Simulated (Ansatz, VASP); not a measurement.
# One calculation of Si2Ni, two programs

```
CELL_PARAMETERS angstrom
0.00000 2.72339 2.72339
2.72339 0.00000 2.72339
2.72339 2.72339 0.00000
ATOMIC_POSITIONS crystal
Si 0.25000 0.25000 0.25000
Si 0.75000 0.75000 0.75000
Ni 0.00000 0.00000 0.00000
```

Alike in both runs: functional PBE; k mesh 14 × 14 × 14; occupations gaussian, width 0.1 eV; no spin polarisation.

Ansatz relaxed the structure, and its values are those at the end. VASP's run is a single point on that final structure, the one shown.

```csv
,VASP,Ansatz
version,VASP 6.6.1,Ansatz 0.2.0
potentials or method,"VASP PAW PBE potentials, release 64 (Si, Ni), cutoff 520 eV","scalar-relativistic, plane waves, PAW"
valence electrons in the cell,18,26
```

```tsv
	VASP	Ansatz	Ansatz less VASP
gap on the k mesh at the Fermi level (eV)	none	none	-
pressure (GPa)	0.0	0.0	+0.03
```

A gap of «none» marks a metal or a gap that the smearing closes. VASP's potentials hold 18 valence electrons a cell and Ansatz's 26, so a difference there can come from the potentials and not from the codes.
